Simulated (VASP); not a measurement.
## Ta3F2: single point with PBE

Ta3F2:

```
CELL_PARAMETERS angstrom
3.24072 0.00000 0.00000
0.00000 -6.48144 0.00000
-1.62036 1.62036 -9.62843
ATOMIC_POSITIONS crystal
Ta 0.58708 0.79354 0.17415
Ta 0.58708 0.29354 0.17415
Ta 0.41292 0.70646 0.82585
Ta 0.41292 0.20646 0.82585
Ta 0.00000 0.50000 0.00000
Ta 0.00000 0.00000 0.00000
F 0.68421 0.84211 0.36843
F 0.68421 0.34211 0.36843
F 0.31579 0.65789 0.63157
F 0.31579 0.15789 0.63157
```

- Program: VASP 6.6.1
- Task: single point
- Functional: PBE
- Potentials or basis: VASP PAW PBE potentials, release 64 (Ta_pv, F)
- Cutoff: 600 eV
- k mesh: 6 × 4 × 6
- Occupations: gaussian, width 0.2 eV
- Spin: no spin polarisation

```
Pressure               : 0.5 GPa
Largest force          : 0.210 eV/Å
Band gap on the k mesh : zero (band 47 reaches 2.58 eV, above the bottom of band 48 at 0.99 eV)
```

Forces on the atoms (eV/Å):
```
Ta   0.000  0.000  0.115
Ta   0.000  0.000  0.115
Ta   0.000  0.000 -0.115
Ta   0.000  0.000 -0.115
Ta   0.000  0.000  0.000
Ta   0.000  0.000  0.000
F    0.000  0.000 -0.210
F    0.000  0.000 -0.210
F    0.000  0.000  0.210
F    0.000  0.000  0.210
```

Stress tensor (GPa, compression positive):
```
 0.48  0.00  0.00
 0.00 -0.62  0.00
 0.00  0.00  1.64
```

Levels at points of the mesh, in eV from the Fermi level:
```tsv
k point	band 44	band 45	band 46	band 47	band 48	band 49	band 50	band 51
(0.00, 0.00, 0.00)	-0.71	-0.31	0.03	0.67	0.67	0.87	1.00	1.27
(0.50, 0.00, 0.00)	-0.72	-0.62	-0.59	-0.31	0.02	0.88	1.00	1.61
(0.00, 0.50, 0.00)	-0.92	-0.09	-0.09	-0.04	-0.04	0.71	0.71	1.16
(0.50, 0.50, 0.00)	-1.60	-1.10	-1.10	-0.47	-0.47	0.77	0.77	1.45
(0.00, 0.00, 0.50)	-0.71	-0.31	0.03	0.67	0.67	0.87	1.00	1.27
(0.00, 0.50, 0.50)	-0.92	-0.09	-0.09	-0.05	-0.05	0.70	0.70	1.17
```

It took 12 min on 1 thread of Intel Xeon 6975P-C, on a shared host, peak memory 0.66 GiB.

Caveat: spin-orbit coupling is left out, which moves the levels of the heavy elements.
